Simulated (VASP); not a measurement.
## Ca: single point with PBE

The system is Ca.

```
Ca
1.0
    -3.23229    3.23229    1.75089
     3.23229   -3.23229    1.75089
     3.23229    3.23229   -1.75089
Ca
2
Direct
  0.62500 0.87500 0.75000
  0.37500 0.12500 0.25000
```

```
Program                : VASP 6.6.1
Task                   : single point
Functional             : PBE
Potentials or basis    : VASP PAW PBE potentials, release 64 (Ca_sv)
Cutoff                 : 520 eV
k mesh                 : 12 × 12 × 12
Occupations            : fermi-dirac, width 0.05 eV
Spin                   : no spin polarisation
Dipole correction      : no
Further INCAR settings : ALGO = Normal; EDIFF = 1e-06; NBANDS = 17
```

```
Pressure               : 2.7 GPa
Band gap on the k mesh : zero (bands 10 and 11 overlap by 0.86 eV)
```

Levels at points of the mesh, in eV from the Fermi level:
```tsv
k point	band 7	band 8	band 9	band 10	band 11	band 12	band 13	band 14
(0.00, 0.00, 0.00)	-22.60	-22.60	-4.06	-0.38	0.96	1.28	1.89	3.33
(0.50, 0.00, 0.00)	-22.69	-22.58	-0.77	-0.15	-0.01	1.40	1.54	2.11
(0.50, 0.50, 0.00)	-22.61	-22.61	-2.14	-2.14	1.27	1.27	1.83	1.83
(0.50, 0.50, 0.50)	-22.57	-22.57	-1.01	-1.01	-0.22	-0.22	1.87	1.87
```

It took 60 s on 1 thread of Intel(R) Xeon(R) 6975P-C (Granite Rapids), with other jobs on the host, peak memory 0.32 GiB.
